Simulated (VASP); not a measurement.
# SiO2 (P2_13) in VASP: a series of runs

The runs below take SiO2 through single point, with LDA.

Everything below comes from runs of VASP 6.6.1. Logs are shortened: lines on timing, memory, paths and dates and some standing lists are left out, and cuts for length are marked.

**1. The cell of the first run**

The structure is cubic, space group P2_13 (No. 198). Conventional cell: a = 6.832 Å, b = 6.832 Å, c = 6.832 Å, α = 90.00°, β = 90.00°, γ = 90.00°. Si (site symmetry 3) has 4 O at 1.60 to 1.61 Å within 2.1 Å. Si (site symmetry 3) has 4 O at 1.59 to 1.61 Å within 2.1 Å. O (site symmetry 3) has 2 Si at 1.59 to 1.60 Å within 2.1 Å. O (site symmetry 1) has 2 Si at 1.61 Å within 2.1 Å.

**2. Single point, LDA (volume scaled by 0.91, then relaxed in part)**

INCAR reads:

```
  PREC = Accurate
  ENCUT = 520
  EDIFF = 1E-6
  ISMEAR = 0
  SIGMA = 0.02
  LREAL = Auto
  LASPH = T
  NELM = 100
  ALGO = Normal
  ISIF = 2
  LWAVE = F
  LCHARG = F
  NBANDS = 82
```

KPOINTS reads:

```
Automatic mesh
0
Gamma
  4 4 4
```

POSCAR reads:

```
SiO2
1.0
    6.8320964799      0.0000000000      0.0000000000
    0.0000000000      6.8320964799      0.0000000000
    0.0000000000      0.0000000000      6.8320964799
Si O
8 16
Direct
    0.2974743768      0.2974743768      0.2974743768
    0.2025256232      0.7025256232      0.7974743768
    0.7974743768      0.2025256232      0.7025256232
    0.7025256232      0.7974743768      0.2025256232
    1.0280361620      1.0280361620      1.0280361620
    0.4719638380     -0.0280361620      0.5280361620
    0.5280361620      0.4719638380     -0.0280361620
   -0.0280361620      0.5280361620      0.4719638380
    0.1623593325      0.1623593325      0.1623593325
    0.3376406675      0.8376406675      0.6623593325
    0.6623593325      0.3376406675      0.8376406675
    0.8376406675      0.6623593325      0.3376406675
    0.6359109591      0.6780942710      0.0108263464
    0.8640890409      0.3219057290      0.5108263464
    0.1359109591      0.8219057290      0.9891736536
    0.3640890409      0.1780942710      0.4891736536
    0.0108263464      0.6359109591      0.6780942710
    0.5108263464      0.8640890409      0.3219057290
    0.9891736536      0.1359109591      0.8219057290
    0.4891736536      0.3640890409      0.1780942710
    0.6780942710      0.0108263464      0.6359109591
    0.3219057290      0.5108263464      0.8640890409
    0.8219057290      0.9891736536      0.1359109591
    0.1780942710      0.4891736536      0.3640890409
```

Potentials or basis: VASP PAW LDA potentials, release 64 (Si, O).

On the command line:

```sh
$ cat potpaw_LDA.64/Si/POTCAR potpaw_LDA.64/O/POTCAR > POTCAR
$ mpirun -np 1 vasp_std > vasp.out
```

OUTCAR:

```text
PREC = Accurate
   ENCUT = 520
   EDIFF = 1E-6
   ISMEAR = 0
   LREAL = Auto
   LASPH = T
   NELM = 100
   ISIF = 2

 ion  position               nearest neighbor table
   1  0.297  0.297  0.297-   9 1.60  16 1.61  20 1.61  24 1.61   7 2.97   8 2.97   6 2.97
   2  0.203  0.703  0.797-  10 1.60  15 1.61  17 1.61  22 1.61   7 2.97   8 2.97   5 2.97
   3  0.797  0.203  0.703-  11 1.60  14 1.61  19 1.61  21 1.61   6 2.97   8 2.97   5 2.97
   4  0.703  0.797  0.203-  12 1.60  13 1.61  18 1.61  23 1.61   6 2.97   7 2.97   5 2.97
   5  0.028  0.028  0.028-   9 1.59  15 1.61  19 1.61  23 1.61   3 2.97   4 2.97   2 2.97
   6  0.472  0.972  0.528-  10 1.59  16 1.61  18 1.61  21 1.61   3 2.97   4 2.97   1 2.97
   7  0.528  0.472  0.972-  11 1.59  13 1.61  20 1.61  22 1.61   2 2.97   4 2.97   1 2.97
   8  0.972  0.528  0.472-  12 1.59  14 1.61  17 1.61  24 1.61   2 2.97   3 2.97   1 2.97
   9  0.162  0.162  0.162-   5 1.59   1 1.60
  10  0.338  0.838  0.662-   6 1.59   2 1.60
  11  0.662  0.338  0.838-   7 1.59   3 1.60
  12  0.838  0.662  0.338-   8 1.59   4 1.60
  13  0.636  0.678  0.011-   4 1.61   7 1.61
  14  0.864  0.322  0.511-   3 1.61   8 1.61
[... 8 lines left out ...]
  23  0.822  0.989  0.136-   4 1.61   5 1.61
  24  0.178  0.489  0.364-   1 1.61   8 1.61

  LATTYP: Found a simple cubic cell.
 ALAT       =     6.8320964799

  Lattice vectors:

 A1 = (   6.8320964799,   0.0000000000,   0.0000000000)
 A2 = (   0.0000000000,   6.8320964799,   0.0000000000)
 A3 = (   0.0000000000,   0.0000000000,   6.8320964799)

Analysis of symmetry for initial positions (statically):
=====================================================================
 Subroutine PRICEL returns:
 Original cell was already a primitive cell.

 Routine SETGRP: Setting up the symmetry group for a
 simple cubic supercell.

 Subroutine GETGRP returns: Found 12 space group operations
 (whereof  3 operations were pure point group operations)
 out of a pool of 48 trial point group operations.

The static configuration has the point symmetry C_3 .
 The point group associated with its full space group is T   .

Analysis of symmetry for dynamics (positions and initial velocities):
=====================================================================
 Subroutine PRICEL returns:
 Original cell was already a primitive cell.

 Routine SETGRP: Setting up the symmetry group for a
 simple cubic supercell.

 Subroutine GETGRP returns: Found 12 space group operations
 (whereof  3 operations were pure point group operations)
 out of a pool of 48 trial point group operations.

The dynamic configuration has the point symmetry C_3 .
 The point group associated with its full space group is T   .

 Subroutine INISYM returns: Found 12 space group operations
 (whereof  3 operations are pure point group operations),
 and found     1 'primitive' translations

----------------------------------------------------------------------------------------

                                     Primitive cell

  volume of cell :     318.9055

  direct lattice vectors                    reciprocal lattice vectors
     6.832096480  0.000000000  0.000000000     0.146367956  0.000000000  0.000000000
     0.000000000  6.832096480  0.000000000     0.000000000  0.146367956  0.000000000
     0.000000000  0.000000000  6.832096480     0.000000000  0.000000000  0.146367956

  length of vectors
     6.832096480  6.832096480  6.832096480     0.146367956  0.146367956  0.146367956

  position of ions in fractional coordinates (direct lattice)
     0.297474377  0.297474377  0.297474377
     0.202525623  0.702525623  0.797474377
     0.797474377  0.202525623  0.702525623
     0.702525623  0.797474377  0.202525623
     0.028036162  0.028036162  0.028036162
     0.471963838  0.971963838  0.528036162
[... 16 lines left out ...]
     0.821905729  0.989173654  0.135910959
     0.178094271  0.489173654  0.364089041

  ion indices of the primitive-cell ions
   primitive index   ion index
                 1           1
                 2           2
                 3           3
                 4           4
                 5           5
                 6           6
[... 16 lines left out ...]
                23          23
                24          24

----------------------------------------------------------------------------------------

 KPOINTS: Automatic mesh

Automatic generation of k-mesh.
 Grid dimensions read from file:
 generate k-points for:    4    4    4

 Generating k-lattice:

  Cartesian coordinates                     Fractional coordinates (reciprocal lattice)
     0.036591989  0.000000000  0.000000000     0.250000000  0.000000000  0.000000000
     0.000000000  0.036591989  0.000000000     0.000000000  0.250000000  0.000000000
     0.000000000  0.000000000  0.036591989     0.000000000  0.000000000  0.250000000

  Length of vectors
     0.036591989  0.036591989  0.036591989

  Shift w.r.t. Gamma in fractional coordinates (k-lattice)
     0.000000000  0.000000000  0.000000000

 Subroutine IBZKPT returns following result:
 ===========================================

 Found     11 irreducible k-points:

 Following reciprocal coordinates:
            Coordinates               Weight
  0.000000  0.000000  0.000000      1.000000
  0.250000  0.000000  0.000000      6.000000
  0.500000  0.000000  0.000000      3.000000
  0.250000  0.250000  0.000000     12.000000
  0.500000  0.250000  0.000000      6.000000
 -0.250000  0.500000  0.000000      6.000000
  0.500000  0.500000  0.000000      3.000000
  0.250000  0.250000  0.250000      8.000000
  0.500000  0.250000  0.250000     12.000000
  0.500000  0.500000  0.250000      6.000000
  0.500000  0.500000  0.500000      1.000000
   k-points           NKPTS =     11   k-points in BZ     NKDIM =     11   number of bands    NBANDS=     82
   number of dos      NEDOS =    301   number of ions     NIONS =     24
   total plane-waves  NPLWV = 157464
   dimension x,y,z NGX =    54 NGY =   54 NGZ =   54
   dimension x,y,z NGXF=   108 NGYF=  108 NGZF=  108
   ions per type =               8  16
   NGX,Y,Z   is equivalent  to a cutoff of  13.14, 13.14, 13.14 a.u.
   NGXF,Y,Z  is equivalent  to a cutoff of  26.28, 26.28, 26.28 a.u.
 SYSTEM =  unknown system
   PREC   = accura    normal or accurate (medium, high low for compatibility)
   ISTART =      0    job   : 0-new  1-cont  2-samecut
   ICHARG =      2    charge: 1-file 2-atom 10-const
   ISPIN  =      1    spin polarized calculation?
   LNONCOLLINEAR =      F non collinear calculations
   LSORBIT =      F    spin-orbit coupling
   LASPH  =      T    aspherical Exc in radial PAW
   ENCUT  =  520.0 eV  38.22 Ry    6.18 a.u.  12.70 12.70 12.70*2*pi/ulx,y,z
   NELM   =    100;   NELMIN=  2; NELMDL= -5     # of ELM steps
   EDIFF  = 0.1E-05   stopping-criterion for ELM
   LREAL  =      T    real-space projection
   EDIFFG = 0.1E-04   stopping-criterion for IOM
   NSW    =      0    number of steps for IOM
   IBRION =     -1    ionic relax: 0-MD 1-quasi-New 2-CG
   NFREE  =      0    steps in history (QN), initial steepest desc. (CG)
   ISIF   =      2    stress and relaxation
   ISYM   =      2    0-nonsym 1-usesym 2-fastsym
   POTIM  = 0.5000    time-step for ionic-motion
   TEBEG  =    0.0;   TEEND  =   0.0 temperature during run
   PSTRESS=    0.0 pullay stress
   NELECT =     128.0000    total number of electrons
   NUPDOWN=      -1.0000    fix difference up-down
   EMIN   =  10.00;   EMAX   =-10.00  energy-range for DOS
   EFERMI =   0.00;   METHOD = LEGACY
   ISMEAR =     0;   SIGMA  =   0.02  broadening in eV -4-tet -1-fermi 0-gaus
   EFERMI_NEDOS =   21; number of points for ismear=-14 and -15
   IALGO  =     38    algorithm
   IMIX   =      4    mixing-type and parameters
     AMIX     =   0.40;   BMIX     =  1.00
     AMIX_MAG =   1.60;   BMIX_MAG =  1.00
  volume/ion in A,a.u.               =      13.29        89.67
  Fermi-wavevector in a.u.,A,eV,Ry     =   1.207603  2.282039 19.841442  1.458305
  Thomas-Fermi vector in A             =   2.343236
   LORBIT       =      0    0 simple, 1 ext, 2 COOP (PROOUT), +10 PAW based schemes
   GGA     = CA    functional components
   LHFCALC =     F    Hartree Fock is set to
   AEXX    =    0.0000 exact exchange contribution
   IVDW    =     0    specifies the selected vdW correction
   LEPSILON=     F    determine dielectric tensor
   LRPA    =     F    only Hartree local field effects (RPA)
 non-spin polarized calculation
 Gauss-broadening in eV      SIGMA  =   0.02
  energy-cutoff  :      520.00
  volume of cell :      318.91
 maximum number of plane-waves:      8642
 NGX is ok and might be reduce to    54
   NGX = 25   NGY = 25   NGZ = 25

 number of electron     127.9999997 magnetization

 Free energy of the ion-electron system (eV)
  ---------------------------------------------------
  ext. energy  EPLUGINS =         0.00000000
  ---------------------------------------------------
  free energy    TOTEN  =      -207.25990705 eV

  energy without entropy =     -207.25990705  energy(sigma->0) =     -207.25990705

 E-fermi :   0.3512     XC(G=0):  -9.4106

 val. band max:        0.2279466076   @ k =   0.5000   0.5000   0.5000
 cond. band min:       6.0829063913   @ k =   0.0000   0.0000   0.0000
 fundamental gap:      5.8549597837
 Fermi energy:         0.3512075986

 k-point     1 :       0.0000    0.0000    0.0000
  band No.  band energies     occupation
      1     -18.8986      2.00000
      2     -17.9028      2.00000
      3     -17.9028      2.00000
      4     -17.9028      2.00000
      5     -17.8430      2.00000
      6     -17.8430      2.00000
[... 68 lines left out ...]
     75      10.0727      0.00000
     76      10.7049      0.00000

 k-point     2 :       0.2500    0.0000    0.0000
  band No.  band energies     occupation
      1     -18.8258      2.00000
      2     -18.2866      2.00000
      3     -17.8959      2.00000
      4     -17.8772      2.00000
      5     -17.8650      2.00000
      6     -17.8475      2.00000
[... 703 lines left out ...]
 k-point    11 :       0.5000    0.5000    0.5000
  band No.  band energies     occupation
      1     -18.3859      2.00000
      2     -18.3859      2.00000
      3     -18.3859      2.00000
      4     -18.3859      2.00000
      5     -17.3534      2.00000
      6     -17.3534      2.00000
[... 68 lines left out ...]
     75       9.9813      0.00000
     76       9.9813      0.00000
 [bands above 76 left out]

------------------------ aborting loop because EDIFF is reached ----------------------------------------

  FORCE on cell =-STRESS in cart. coord.  units (eV):
  Direction    XX          YY          ZZ          XY          YZ          ZX
  --------------------------------------------------------------------------------------
  -------------------------------------------------------------------------------------
  Total        4.0382753      4.0382753      4.0382753      0.0000000     -0.0000000     -0.0000000
  in kB       20.2882475     20.2882475     20.2882475      0.0000000     -0.0000000     -0.0000000
  external PRESSURE =      20.2882475 kB  Pullay stress =       0.0000000 kB

 VOLUME and BASIS-vectors are now :
 -----------------------------------------------------------------------------
  energy-cutoff  :      520.00
  volume of cell :      318.91
      direct lattice vectors                 reciprocal lattice vectors
     6.832096480  0.000000000  0.000000000     0.146367956  0.000000000  0.000000000
     0.000000000  6.832096480  0.000000000     0.000000000  0.146367956  0.000000000
     0.000000000  0.000000000  6.832096480     0.000000000  0.000000000  0.146367956

 POSITION                                       TOTAL-FORCE (eV/Angst)
 -----------------------------------------------------------------------------------
      2.03237      2.03237      2.03237         0.010135      0.010135      0.010135
      1.38367      4.79972      5.44842        -0.010135     -0.010135      0.010135
      5.44842      1.38367      4.79972         0.010135     -0.010135     -0.010135
      4.79972      5.44842      1.38367        -0.010135      0.010135     -0.010135
      0.19155      0.19155      0.19155         0.035482      0.035482      0.035482
      3.22450      6.64055      3.60759        -0.035482     -0.035482      0.035482
[... 16 lines left out ...]
      5.61534      6.75813      0.92856        -0.022404      0.026734     -0.000810
      1.21676      3.34208      2.48749         0.022404      0.026734      0.000810
 -----------------------------------------------------------------------------------
    total drift:                                0.000000      0.000001      0.000000

  FREE ENERGIE OF THE ION-ELECTRON SYSTEM (eV)
  ---------------------------------------------------
  free  energy   TOTEN  =      -207.2599070479 eV

  energy  without entropy=     -207.2599070479  energy(sigma->0) =     -207.25990705
```

Run time: 8.5 min. Hardware: 1 thread of AMD EPYC 7R43 (Zen 3), shared host; peak memory 0.37 GiB.

What came out:

| Item | Value |
| --- | --- |
| Free energy | -207.2599 eV |
| Pressure | 2.0 GPa |
| Largest force | 0.061 eV/Å |
| Band gap on the k mesh | 5.86 eV, indirect (least direct gap 5.87 eV) |

Forces on the atoms (eV/Å):
```
Si   0.010  0.010  0.010
Si  -0.010 -0.010  0.010
Si   0.010 -0.010 -0.010
Si  -0.010  0.010 -0.010
Si   0.035  0.035  0.035
Si  -0.035 -0.035  0.035
Si   0.035 -0.035 -0.035
Si  -0.035  0.035 -0.035
O    0.010  0.010  0.010
O   -0.010 -0.010  0.010
O    0.010 -0.010 -0.010
O   -0.010  0.010 -0.010
O   -0.001  0.022 -0.027
O    0.001 -0.022 -0.027
O   -0.001 -0.022  0.027
O    0.001  0.022  0.027
O   -0.027 -0.001  0.022
O   -0.027  0.001 -0.022
O    0.027 -0.001 -0.022
O    0.027  0.001  0.022
O    0.022 -0.027 -0.001
O   -0.022 -0.027  0.001
O   -0.022  0.027 -0.001
O    0.022  0.027  0.001
```

Levels at points of the mesh, in eV from the valence-band top:
| k point | band 60 | band 61 | band 62 | band 63 | band 64 | band 65 | band 66 | band 67 | band 68 | band 69 |
| --- | --- | --- | --- | --- | --- | --- | --- | --- | --- | --- |
| (0.00, 0.00, 0.00) | -0.25 | -0.25 | -0.02 | -0.02 | -0.02 | 5.86 | 8.91 | 8.91 | 8.91 | 9.05 |
| (0.50, 0.00, 0.00) | -0.37 | -0.16 | -0.16 | -0.12 | -0.12 | 7.13 | 7.13 | 8.93 | 8.93 | 9.23 |
| (0.50, 0.50, 0.00) | -0.41 | -0.22 | -0.22 | -0.07 | -0.07 | 7.98 | 7.98 | 8.04 | 8.04 | 9.01 |
| (0.50, 0.50, 0.50) | -0.55 | 0.00 | 0.00 | 0.00 | 0.00 | 8.34 | 8.34 | 8.34 | 8.34 | 8.77 |

 A k mesh can miss the band edges.

(Continued in part 2 of 3.)
